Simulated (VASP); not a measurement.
A run of VASP 6.6.1 is set up as follows.

The input POSCAR:

```
Al
1.0
    0.0000000000     -3.1887371512      0.0000000000
   -3.1887371512      0.0000000000      0.0000000000
    0.0000000000      0.0000000000     -3.1887371512
Al
2
Direct
    0.5081757679      0.4962227912      0.5027206811
   -0.0081757679      0.0037772088     -0.0027206811
```

The input INCAR.step1:

```
PREC = Accurate
ENCUT = 520
ISMEAR = 0
SIGMA = 0.15
LREAL = F
LASPH = T
NELM = 100
NBANDS = 10
GGA = PE
ALGO = Normal
EDIFF = 1E-4
LWAVE = T
LCHARG = F
```

Contents of INCAR.step2:

```
PREC = Accurate
ENCUT = 520
EDIFF = 1E-6
ISMEAR = 0
SIGMA = 0.15
LREAL = F
LASPH = T
NELM = 100
ALGO = Normal
ISIF = 2
LWAVE = F
LCHARG = F
METAGGA = R2SCAN
LMIXTAU = T
NBANDS = 10
ISTART = 1
```

Contents of KPOINTS:

```
regular mesh
0
Gamma
  10 10 10
```

Potentials or basis: VASP PAW PBE potentials, release 64 (Al).

The run is started by

```sh
$ cat potpaw_PBE.64/Al/POTCAR > POTCAR
$ cp INCAR.step1 INCAR
$ mpirun -np 1 vasp_std > vasp.out
$ cp INCAR.step2 INCAR
$ mpirun -np 1 vasp_std > vasp.out
```

Predict the band gap on the k mesh.

zero (band 3 reaches 13.59 eV, above the bottom of band 4 at 4.20 eV).

Estimate the largest force.

0.271 eV/Å.

Forces on the atoms (eV/Å):
```
Al  -0.108  0.236  0.078
Al   0.108 -0.236 -0.078
```

Caveat: the cell differs from its parent crystal (atom 1 moved 0.06 Å); the PAW data sets were made with another functional, which shifts forces and pressure a little.
